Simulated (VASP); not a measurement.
# H13O6F in VASP: a series of runs, part 2 of 2

VASP 6.6.1. The steps go on from the part before.

### Step 3. Single point, r2SCAN

Input file POSCAR:

```
H13O6F
1.0
    6.5280840000      0.0000000000      0.0000000000
    0.0000000000      6.5280840000      0.0000000000
    0.0000000000      0.0000000000      6.5280840000
O H F
6 13 1
Direct
    0.2042712686      0.0094821084      0.6478623743
    0.1267753295      0.3855802101      0.8414413785
    0.7792025960      0.5954733426      0.7780077585
    0.0031862335      0.2868376081      0.2132019135
    0.6020602676      0.2306496056      1.0941342054
    0.2982038834      0.9513664346      0.2451714776
    0.1940538755      0.1477156238      0.6996846242
    0.1228538113     -0.0625911064      0.7436638377
    0.0712307011      0.3371433333      0.9807318656
    0.2345558053      0.4867431240      0.8497286493
    0.7453182281      0.6419954155      0.6420260524
    0.9030367869      0.5013262697      0.7556734870
   -0.1310951268      0.2170621579      0.1733433577
    0.0925386377      0.1711681406      0.2420771546
    0.5862210106      0.2679499835      0.9565287456
    0.5111913388      0.1161749757      1.1240510998
    0.1999667896      0.8577555068      0.1900404468
    0.2704009323      0.9447029174      0.3887204883
    0.8871515746      0.7464058367     -0.1014999194
    0.9778979560      0.8335217500     -0.0221044950
```

Input file INCAR.step1:

```
SYSTEM = H13O6F
PREC = Accurate
ENCUT = 1110
ISMEAR = -1
SIGMA = 0.02
LREAL = Auto
LASPH = .True.
NELM = 120
NBANDS = 44
GGA = PE
ALGO = Normal
EDIFF = 1E-5
LWAVE = .True.
LCHARG = .False.
GGA_COMPAT = .False.
```

Input file INCAR.step2:

```
SYSTEM = H13O6F
PREC = Accurate
ENCUT = 1110
EDIFF = 1E-6
ISMEAR = -1
SIGMA = 0.02
LREAL = Auto
LASPH = .True.
NELM = 120
ALGO = Normal
ISIF = 2
LWAVE = .False.
LCHARG = .False.
METAGGA = R2SCAN
LMIXTAU = .True.
NBANDS = 44
ISTART = 1
GGA_COMPAT = .False.
```

Input file KPOINTS:

```
Automatic mesh
0
Gamma
  1 1 1
  0 0 0
```

Potentials or basis: VASP PAW PBE potentials, release 64 (O_h, H_h, F_h).

The run is started by

```
> cat potpaw_PBE.64/O_h/POTCAR potpaw_PBE.64/H_h/POTCAR potpaw_PBE.64/F_h/POTCAR > POTCAR
> cp INCAR.step1 INCAR
> mpirun -np 1 vasp_gam > vasp.out
> cp INCAR.step2 INCAR
> mpirun -np 1 vasp_gam > vasp.out
```

OUTCAR:

```text
SYSTEM = H13O6F
   PREC = Accurate
   ENCUT = 1110
   EDIFF = 1E-6
   ISMEAR = -1
   LREAL = Auto
   LASPH = .True.
   NELM = 120
   ISIF = 2
   METAGGA = R2SCAN
   ISTART = 1

 ion  position               nearest neighbor table
   1  0.204  0.009  0.648-   8 0.95   7 0.97
   2  0.127  0.386  0.841-  10 0.97   9 1.03
   3  0.779  0.595  0.778-  11 0.96  12 1.03
   4  0.003  0.287  0.213-  14 0.97  13 1.02
   5  0.602  0.231  0.094-  15 0.94  16 0.97
   6  0.298  0.951  0.245-  18 0.96  17 0.96
   7  0.194  0.148  0.700-   1 0.97
   8  0.123  0.937  0.744-   1 0.95
   9  0.071  0.337  0.981-   2 1.03
  10  0.235  0.487  0.850-   2 0.97
  11  0.745  0.642  0.642-   3 0.96
  12  0.903  0.501  0.756-   3 1.03
  13  0.869  0.217  0.173-   4 1.02
  14  0.093  0.171  0.242-   4 0.97
  15  0.586  0.268  0.957-   5 0.94
  16  0.511  0.116  0.124-   5 0.97
  17  0.200  0.858  0.190-   6 0.96
  18  0.270  0.945  0.389-   6 0.96
  19  0.887  0.746  0.899-  20 0.97
  20  0.978  0.834  0.978-  19 0.97

  LATTYP: Found a simple cubic cell.
 ALAT       =     6.5280840000

  Lattice vectors:

 A1 = (   6.5280840000,   0.0000000000,   0.0000000000)
 A2 = (   0.0000000000,   6.5280840000,   0.0000000000)
 A3 = (   0.0000000000,   0.0000000000,   6.5280840000)

Analysis of symmetry for initial positions (statically):
=====================================================================
 Subroutine PRICEL returns:
 Original cell was already a primitive cell.

 Routine SETGRP: Setting up the symmetry group for a
 simple cubic supercell.

 Subroutine GETGRP returns: Found  1 space group operations
 (whereof  1 operations were pure point group operations)
 out of a pool of 48 trial point group operations.

The static configuration has the point symmetry C_1 .

Analysis of symmetry for dynamics (positions and initial velocities):
=====================================================================
 Subroutine PRICEL returns:
 Original cell was already a primitive cell.

 Routine SETGRP: Setting up the symmetry group for a
 simple cubic supercell.

 Subroutine GETGRP returns: Found  1 space group operations
 (whereof  1 operations were pure point group operations)
 out of a pool of 48 trial point group operations.

The dynamic configuration has the point symmetry C_1 .

 Subroutine INISYM returns: Found  1 space group operations
 (whereof  1 operations are pure point group operations),
 and found     1 'primitive' translations

----------------------------------------------------------------------------------------

                                     Primitive cell

  volume of cell :     278.2000

  direct lattice vectors                    reciprocal lattice vectors
     6.528084000  0.000000000  0.000000000     0.153184303  0.000000000  0.000000000
     0.000000000  6.528084000  0.000000000     0.000000000  0.153184303  0.000000000
     0.000000000  0.000000000  6.528084000     0.000000000  0.000000000  0.153184303

  length of vectors
     6.528084000  6.528084000  6.528084000     0.153184303  0.153184303  0.153184303

  position of ions in fractional coordinates (direct lattice)
     0.204271269  0.009482108  0.647862374
     0.126775329  0.385580210  0.841441379
     0.779202596  0.595473343  0.778007759
     0.003186234  0.286837608  0.213201914
     0.602060268  0.230649606  0.094134205
     0.298203883  0.951366435  0.245171478
[... 12 lines left out ...]
     0.887151575  0.746405837  0.898500081
     0.977897956  0.833521750  0.977895505

  ion indices of the primitive-cell ions
   primitive index   ion index
                 1           1
                 2           2
                 3           3
                 4           4
                 5           5
                 6           6
[... 12 lines left out ...]
                19          19
                20          20

----------------------------------------------------------------------------------------

 KPOINTS: Automatic mesh

Automatic generation of k-mesh.
 Grid dimensions read from file:
 generate k-points for:    1    1    1

 Generating k-lattice:

  Cartesian coordinates                     Fractional coordinates (reciprocal lattice)
     0.153184303  0.000000000  0.000000000     1.000000000  0.000000000  0.000000000
     0.000000000  0.153184303  0.000000000     0.000000000  1.000000000  0.000000000
     0.000000000  0.000000000  0.153184303     0.000000000  0.000000000  1.000000000

  Length of vectors
     0.153184303  0.153184303  0.153184303

  Shift w.r.t. Gamma in fractional coordinates (k-lattice)
     0.000000000  0.000000000  0.000000000

 Subroutine IBZKPT returns following result:
 ===========================================

 Found      1 irreducible k-points:

 Following reciprocal coordinates:
            Coordinates               Weight
  0.000000  0.000000  0.000000      1.000000
   k-points           NKPTS =      1   k-points in BZ     NKDIM =      1   number of bands    NBANDS=     44
   number of dos      NEDOS =    301   number of ions     NIONS =     20
   total plane-waves  NPLWV = 373248
   dimension x,y,z NGX =    72 NGY =   72 NGZ =   72
   dimension x,y,z NGXF=   144 NGYF=  144 NGZF=  144
   ions per type =               6  13   1
   NGX,Y,Z   is equivalent  to a cutoff of  18.34, 18.34, 18.34 a.u.
   NGXF,Y,Z  is equivalent  to a cutoff of  36.67, 36.67, 36.67 a.u.
 SYSTEM =  H13O6F
   PREC   = accura    normal or accurate (medium, high low for compatibility)
   ISTART =      1    job   : 0-new  1-cont  2-samecut
   ICHARG =      0    charge: 1-file 2-atom 10-const
   ISPIN  =      1    spin polarized calculation?
   LNONCOLLINEAR =      F non collinear calculations
   LSORBIT =      F    spin-orbit coupling
   LASPH  =      T    aspherical Exc in radial PAW
   ENCUT  = 1110.0 eV  81.58 Ry    9.03 a.u.  17.73 17.73 17.73*2*pi/ulx,y,z
   NELM   =    120;   NELMIN=  2; NELMDL=  0     # of ELM steps
   EDIFF  = 0.1E-05   stopping-criterion for ELM
   LREAL  =      T    real-space projection
   EDIFFG = 0.1E-04   stopping-criterion for IOM
   NSW    =      0    number of steps for IOM
   IBRION =     -1    ionic relax: 0-MD 1-quasi-New 2-CG
   NFREE  =      0    steps in history (QN), initial steepest desc. (CG)
   ISIF   =      2    stress and relaxation
   ISYM   =      2    0-nonsym 1-usesym 2-fastsym
   POTIM  = 0.5000    time-step for ionic-motion
   TEBEG  =    0.0;   TEEND  =   0.0 temperature during run
   PSTRESS=    0.0 pullay stress
   NELECT =      56.0000    total number of electrons
   NUPDOWN=      -1.0000    fix difference up-down
   EMIN   =  10.00;   EMAX   =-10.00  energy-range for DOS
   EFERMI =   0.00;   METHOD = LEGACY
   ISMEAR =    -1;   SIGMA  =   0.02  broadening in eV -4-tet -1-fermi 0-gaus
   EFERMI_NEDOS =   21; number of points for ismear=-14 and -15
   IALGO  =     38    algorithm
   IMIX   =      4    mixing-type and parameters
     AMIX     =   0.40;   BMIX     =  1.00
     AMIX_MAG =   1.60;   BMIX_MAG =  1.00
  volume/ion in A,a.u.               =      13.91        93.87
  Fermi-wavevector in a.u.,A,eV,Ry     =   0.959441  1.813081 12.524540  0.920528
  Thomas-Fermi vector in A             =   2.088638
   LORBIT       =      0    0 simple, 1 ext, 2 COOP (PROOUT), +10 PAW based schemes
   METAGGA = R2SCAN    functional components
   LHFCALC =     F    Hartree Fock is set to
   AEXX    =    0.0000 exact exchange contribution
   IVDW    =     0    specifies the selected vdW correction
   LEPSILON=     F    determine dielectric tensor
   LRPA    =     F    only Hartree local field effects (RPA)
 non-spin polarized calculation
  energy-cutoff  :     1110.00
  volume of cell :      278.20
 maximum number of plane-waves:     11720
 NGX is ok and might be reduce to    70
   NGX = 35   NGY = 35   NGZ = 35

 number of electron      56.0000001 magnetization

 Free energy of the ion-electron system (eV)
  ---------------------------------------------------
  ext. energy  EPLUGINS =         0.00000000
  ---------------------------------------------------
  free energy    TOTEN  =      -104.58229961 eV

  energy without entropy =     -104.58229961  energy(sigma->0) =     -104.58229961

 E-fermi :  -4.4499     XC(G=0):  -5.5545

 val. band max:       -4.9837806923   @ k =   0.0000   0.0000   0.0000
 cond. band min:       0.6573172902   @ k =   0.0000   0.0000   0.0000
 fundamental gap:      5.6410979825
 Fermi energy:        -4.4498866615

 k-point     1 :       0.0000    0.0000    0.0000
  band No.  band energies     occupation
      1     -28.5848      2.00000
      2     -25.0719      2.00000
      3     -24.5497      2.00000
      4     -24.2876      2.00000
      5     -24.1921      2.00000
      6     -24.0057      2.00000
[... 32 lines left out ...]
     39       6.7475      0.00000
     40       7.1713      0.00000
 [bands above 40 left out]

------------------------ aborting loop because EDIFF is reached ----------------------------------------

  FORCE on cell =-STRESS in cart. coord.  units (eV):
  Direction    XX          YY          ZZ          XY          YZ          ZX
  --------------------------------------------------------------------------------------
  -------------------------------------------------------------------------------------
  Total       -1.8708135      0.0121238      2.2043237      0.1752192      0.1672319      0.9667691
  in kB      -10.7741715      0.0698219     12.6948846      1.0091022      0.9631025      5.5677039
  external PRESSURE =       0.6635117 kB  Pullay stress =       0.0000000 kB

 VOLUME and BASIS-vectors are now :
 -----------------------------------------------------------------------------
  energy-cutoff  :     1110.00
  volume of cell :      278.20
      direct lattice vectors                 reciprocal lattice vectors
     6.528084000  0.000000000  0.000000000     0.153184303  0.000000000  0.000000000
     0.000000000  6.528084000  0.000000000     0.000000000  0.153184303  0.000000000
     0.000000000  0.000000000  6.528084000     0.000000000  0.000000000  0.153184303

 POSITION                                       TOTAL-FORCE (eV/Angst)
 -----------------------------------------------------------------------------------
      1.33350      0.06190      4.22930         0.477516      0.183668     -0.636044
      0.82760      2.51710      5.49300        -0.470607     -0.404860     -0.358948
      5.08670      3.88730      5.07890         0.978229     -0.936907     -0.663883
      0.02080      1.87250      1.39180        -1.498377     -1.187586     -0.826216
      3.93030      1.50570      0.61452         0.327937     -0.529474      1.448071
      1.94670      6.21060      1.60050         0.177545      0.100223     -0.603379
[... 12 lines left out ...]
      5.79140      4.87260      5.86548        -0.511532     -0.493164     -0.244928
      6.38380      5.44130      6.38378         0.553644      0.653656      0.399038
 -----------------------------------------------------------------------------------
    total drift:                                0.006971     -0.019378     -0.009264

  FREE ENERGIE OF THE ION-ELECTRON SYSTEM (eV)
  ---------------------------------------------------
  free  energy   TOTEN  =      -104.5822996129 eV

  energy  without entropy=     -104.5822996129  energy(sigma->0) =     -104.58229961
```

It took 2.6 min on 1 thread of Intel Xeon 6975P-C (Granite Rapids), shared host; peak memory 0.8 GiB.

What came out:

* Free energy: -104.5823 eV
* Pressure: 0.1 GPa
* Largest force: 2.083 eV/Å

Forces on the atoms (eV/Å):
```
O    0.478  0.184 -0.636
O   -0.471 -0.405 -0.359
O    0.978 -0.937 -0.664
O   -1.498 -1.188 -0.826
O    0.328 -0.529  1.448
O    0.178  0.100 -0.603
H    0.021  0.492 -0.042
H   -0.519 -0.688  0.722
H    0.934  0.830 -0.075
H   -0.365 -0.292  0.614
H   -0.145  0.072  0.013
H   -0.822  0.644  0.509
H    1.054  1.108  0.563
H    0.266  0.078  0.039
H   -0.264  0.212 -1.283
H   -0.089  0.170 -0.162
H   -0.198 -0.271 -0.599
H    0.092  0.259  1.187
H   -0.512 -0.493 -0.245
F    0.554  0.654  0.399
```

Stress tensor (GPa, compression positive):
```
-1.08  0.10  0.56
 0.10  0.01  0.10
 0.56  0.10  1.27
```

Levels at points of the mesh, in eV from the Fermi level:
```csv
k point,band 24,band 25,band 26,band 27,band 28,band 29,band 30,band 31,band 32,band 33
"(0.00, 0.00, 0.00)",-1.25,-1.00,-0.75,-0.70,-0.53,5.11,8.19,8.47,8.75,9.27
```

Caveat: the k points lie up to 0.96 Å⁻¹ apart, too coarse for converged energies, forces and pressures; the PAW data sets were made with another functional, which shifts forces and pressure a little.

### Step 4. Single point, r2SCAN

Input file POSCAR:

```
H13O6F
1.0
    6.5280840000      0.0000000000      0.0000000000
    0.0000000000      6.5280840000      0.0000000000
    0.0000000000      0.0000000000      6.5280840000
O H F
6 13 1
Direct
    0.2030917494      0.0155328884      0.6445842302
    0.1335767126      0.3780129055      0.8348238166
    0.7843036333      0.5947380579      0.7851308286
   -0.0115654149      0.2922603324      0.2124666288
    0.5976179228      0.2336366995      1.0898450449
    0.3044844398      0.9390657351      0.2454625277
    0.1791030875      0.1515452313      0.7075889342
    0.1070605096     -0.0782771790      0.7135784405
    0.0821067866      0.3740147952      0.9757380573
    0.2584525567      0.4573317378      0.8491159121
    0.7310414511      0.6493176252      0.6577580803
    0.9071114894      0.5101956409      0.7647726347
   -0.1404087325      0.2285050254      0.1838364825
    0.0880809744      0.1830858794      0.2375888546
    0.6143609672      0.2448651090      0.9451011966
    0.5145001198      0.1108288435      1.1142319860
    0.1906378656      0.8663338278      0.1831318347
    0.2664640957      0.9639122291      0.3942657601
    0.8764133550      0.7452722728     -0.0928450063
    0.9702846961      0.8323575493     -0.0173251447
```

Input file INCAR.step1:

```
SYSTEM = H13O6F
PREC = Accurate ; ENCUT = 1110
ISMEAR = -1 ; SIGMA = 0.02
LREAL = Auto ; LASPH = .TRUE.
NELM = 120 ; NBANDS = 44
GGA = PE ; ALGO = Normal
EDIFF = 1E-5 ; LWAVE = .TRUE.
LCHARG = .FALSE. ; GGA_COMPAT = .FALSE.
```

Input file INCAR.step2:

```
SYSTEM = H13O6F
PREC = Accurate ; ENCUT = 1110
EDIFF = 1E-6 ; ISMEAR = -1
SIGMA = 0.02 ; LREAL = Auto
LASPH = .TRUE. ; NELM = 120
ALGO = Normal ; ISIF = 2
LWAVE = .FALSE. ; LCHARG = .FALSE.
METAGGA = R2SCAN ; LMIXTAU = .TRUE.
NBANDS = 44 ; ISTART = 1
GGA_COMPAT = .FALSE.
```

Input file KPOINTS:

```
regular mesh
0
G
  1 1 1
  0 0 0
```

The run is started by

```
> cat potpaw_PBE.64/O_h/POTCAR potpaw_PBE.64/H_h/POTCAR potpaw_PBE.64/F_h/POTCAR > POTCAR
> cp INCAR.step1 INCAR
> mpirun -np 1 vasp_gam > vasp.out
> cp INCAR.step2 INCAR
> mpirun -np 1 vasp_gam > vasp.out
```

Wall time 2.8 min (1 thread of Intel Xeon 6975P-C (Granite Rapids), shared host); peak memory 0.81 GiB.

The run converged. Its results:

```
Free energy   : -104.5647 eV
Pressure      : -0.3 GPa
Largest force : 1.421 eV/Å
```

Forces in eV/Å, atoms in the order of the input:
```
O   -0.631 -0.301  0.326
O    0.450  0.759 -0.268
O   -0.694  0.004 -0.222
O    1.397  0.183  0.185
O   -0.259 -0.477  0.395
O   -0.467  0.314  1.066
H   -0.030 -0.656 -0.143
H    0.727  0.835 -0.206
H   -0.260 -0.596  0.765
H   -0.244 -0.132 -0.194
H    0.390 -0.409  0.115
H    0.062 -0.042 -0.475
H   -0.866 -0.268 -0.164
H   -0.355  0.280 -0.108
H   -0.015 -0.041 -0.372
H   -0.008  0.340 -0.021
H    0.251  0.131  0.137
H    0.293 -0.324 -1.190
H   -0.410 -0.489 -0.189
F    0.670  0.889  0.560
```

Stress tensor (GPa, compression positive):
```
-0.24  0.52  0.42
 0.52 -0.38  0.51
 0.42  0.51 -0.38
```

Levels at points of the mesh, in eV from the Fermi level:
| k point | band 24 | band 25 | band 26 | band 27 | band 28 | band 29 | band 30 | band 31 | band 32 | band 33 |
| --- | --- | --- | --- | --- | --- | --- | --- | --- | --- | --- |
| (0.00, 0.00, 0.00) | -1.78 | -1.00 | -0.86 | -0.80 | -0.54 | 4.84 | 7.96 | 8.13 | 8.43 | 8.90 |

Caveat: the k points lie up to 0.96 Å⁻¹ apart, too coarse for converged energies, forces and pressures; the PAW data sets were made with another functional, which shifts forces and pressure a little.

### Step 5. The runs side by side

| cell | pressure (GPa) | largest force (eV/Å) |
| --- | --- | --- |
| as given, atomic positions A | -0.2 | 1.50 |
| as given, atomic positions B | 0.1 | 2.08 |
| as given, atomic positions C | -0.3 | 1.42 |

Alike in all rows: task single point; level r2SCAN; potentials or basis VASP PAW PBE potentials, release 64 (O_h, H_h, F_h); no spin polarisation; k mesh 1 × 1 × 1; cutoff (eV) 1110; smearing fermi-dirac 0.02 eV.

Caveats: all runs use coarse meshes; the PAW data sets were made with another functional, which shifts forces and pressure a little.

Absolute energies hang on the potentials; compare differences alone.
